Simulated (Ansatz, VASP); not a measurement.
This is a calculation of Si2Mo for Ansatz 0.2.0.

Contents of input.yaml:

```yaml
crystal:
  lattice:
    - [4.5854715599, 0.0, 0.0]
    - [-2.29273578, 3.9711348592, 0.0]
    - [0.0, 0.0, 6.5797601]
  atoms:
    - { symbol: Mo, position: [0.5, 0.5, 0.8333333333] }
    - { symbol: Mo, position: [0.0, 0.5, 0.1666666667] }
    - { symbol: Mo, position: [0.5, 0.0, 0.5] }
    - { symbol: Si, position: [0.16387298, 0.32774596, 0.5] }
    - { symbol: Si, position: [0.67225404, 0.83612702, 0.1666666667] }
    - { symbol: Si, position: [0.83612702, 0.16387298, 0.8333333333] }
    - { symbol: Si, position: [0.83612702, 0.67225404, 0.5] }
    - { symbol: Si, position: [0.32774596, 0.16387298, 0.1666666667] }
    - { symbol: Si, position: [0.16387298, 0.83612702, 0.8333333333] }
hamiltonian:
  xc: blyp
  pseudopotentials: { kind: paw }
kpoints:
  mp_grid: { grid: [7, 7, 4] }
scf:
  occupations: { method: fermi_dirac, width: 0.05 }
output:
  forces: true
  stress: true
  eigenvalues: true
relax:
  f_tol: 0.01
  max_steps: 40
  cell: { stress_tol: 0.05 }
```

Potentials or basis: Ansatz PAW.

Run with:

```console
$ ansatz run input.yaml --threads 4 --pin off --max-ram 11264MiB --backend cpu --events-out ev --progress --plain --runs-dir out
```

Set up the same calculation for VASP 6.6.1. Potentials there: VASP PAW PBE potentials, release 64 (Mo_sv, Si).

As run (the cutoff follows the program's own potentials):

INCAR

```
SYSTEM = Si2Mo
  AGGAC = 1.0
  AGGAX = 1.0
  ALDAC = 0.0
  ALDAX = 1.0
  ALGO = Normal
  EDIFF = 1E-6
  EDIFFG = -0.01
  ENCUT = 600
  GGA = B5
  IBRION = 2
  ISIF = 3
  ISMEAR = -1
  LASPH = .TRUE.
  LCHARG = .FALSE.
  LREAL = .FALSE.
  LWAVE = .FALSE.
  NELM = 80
  NSW = 60
  PREC = Accurate
  SIGMA = 0.05
```

Contents of KPOINTS:

```
k-points
0
G
  7 7 4
  0 0 0
```

POSCAR

```
Si2Mo
1.0
    4.5854715599      0.0000000000      0.0000000000
   -2.2927357800      3.9711348592      0.0000000000
    0.0000000000      0.0000000000      6.5797601000
Mo Si
3 6
Direct
    0.5000000000      0.5000000000      0.8333333333
    0.0000000000      0.5000000000      0.1666666667
    0.5000000000      0.0000000000      0.5000000000
    0.1638729800      0.3277459600      0.5000000000
    0.6722540400      0.8361270200      0.1666666667
    0.8361270200      0.1638729800      0.8333333333
    0.8361270200      0.6722540400      0.5000000000
    0.3277459600      0.1638729800      0.1666666667
    0.1638729800      0.8361270200      0.8333333333
```

Potentials or basis: VASP PAW PBE potentials, release 64 (Mo_sv, Si).

Launch:

```console
$ cat potpaw_PBE.64/Mo_sv/POTCAR potpaw_PBE.64/Si/POTCAR > POTCAR
$ mpirun -np 1 vasp_std > vasp.out
```

Both were run:

|  | VASP | Ansatz | Ansatz less VASP |
| --- | --- | --- | --- |
| gap on the k mesh at the Fermi level, each at its own relaxed structure (eV) | 0.27 | 0.27 | +0.007 |
| relaxed volume (Å³/atom) | 14.25 | 14.19 | -0.061 |
| relaxed length of the cell vector where the two differ most in proportion (Å) | 4.708 | 4.701 | -0.0070 |

VASP's potentials were made for PBE, not for BLYP.

Noted on Ansatz's run: odd divisions of the mesh miss points on the zone boundary, where band edges often lie, so the gap on the mesh can be too wide; the plane-wave basis is chosen anew once the cell has moved, so the energies of steps on either side of that aren't comparable.
